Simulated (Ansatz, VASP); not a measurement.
## Two plane-wave programs on SnF4

File INCAR:

```
PREC     = Accurate       # precision mode
ENCUT    = 520            # plane-wave cutoff, eV
EDIFF    = 1E-6           # SCF threshold, eV
ISMEAR   = 0              # smearing method
SIGMA    = 0.05           # smearing width, eV
LREAL    = False          # projectors in reciprocal space
LASPH    = True           # aspherical terms in the spheres
NELM     = 60             # most SCF steps
ALGO     = Normal         # electronic algorithm
ISIF     = 2              # what is computed and relaxed
LWAVE    = False          # write WAVECAR
LCHARG   = False          # write CHGCAR
NBANDS   = 29             # bands
```

File KPOINTS:

```
regular mesh
0
Gamma
  8 8 8
```

The input POSCAR:

```
SnF4
1.0
   -1.9338750000      2.0250000000      3.9650000000
    1.9338750000     -2.0250000000      3.9650000000
    1.9338750000      2.0250000000     -3.9650000000
Sn F
1 4
Direct
    0.0000000000      0.0000000000      0.0000000000
    0.2370000000      0.2370000000      0.0000000000
    0.7630000000      0.7630000000      0.0000000000
    0.5000000000      0.0000000000      0.5000000000
    0.0000000000      0.5000000000      0.5000000000
```

Input for Ansatz:

```yaml
crystal:
  lattice:
    - [-1.933875, 2.025, 3.965]
    - [1.933875, -2.025, 3.965]
    - [1.933875, 2.025, -3.965]
  atoms:
    - { symbol: Sn, position: [0.0, 0.0, 0.0] }
    - { symbol: F, position: [0.237, 0.237, 0.0] }
    - { symbol: F, position: [0.763, 0.763, 0.0] }
    - { symbol: F, position: [0.5, 0.0, 0.5] }
    - { symbol: F, position: [0.0, 0.5, 0.5] }
basis:
  ecutwfc: 420
kpoints:
  mp_grid: { grid: [8, 8, 8] }
hamiltonian:
  xc: lda
scf:
  occupations: { method: gaussian, width: 0.05 }
output:
  forces: true
  stress: true
  eigenvalues: true
```

Change from the starting cell: strain -0.0450 x Voigt [1, 0, 0, 0, 0, 0], atoms carried along.

Alike in both runs: task single point; functional LDA; k mesh 8 × 8 × 8; occupations gaussian, width 0.05 eV; no spin polarisation.

|  | VASP | Ansatz |
| --- | --- | --- |
| version | VASP 6.6.1 | Ansatz 0.2.0 |
| potentials or method | VASP PAW LDA potentials, release 64 (Sn_d, F), cutoff 520 eV | scalar-relativistic, plane waves, PAW |
| valence electrons in the cell | 42 | 42 |

|  | VASP | Ansatz | Ansatz less VASP |
| --- | --- | --- | --- |
| gap on the k mesh at the Fermi level (eV) | 3.43 | 3.44 | +0.014 |
| least direct gap on the mesh (eV) | 3.68 | 3.69 | +0.010 |
| pressure (GPa) | 6.6 | 5.5 | -1.15 |
| traceless stress, the component that is largest in VASP (GPa) | 10.96 | 11.18 | +0.222 |
| rms of the force components (eV/Å) | 0.168 | 0.075 | -0.0926 |

LDA's correlation is that of Perdew and Zunger in VASP and of Perdew and Wang (1992) in Ansatz. Atom by atom the forces differ by 0.093 eV/Å (rms over components).
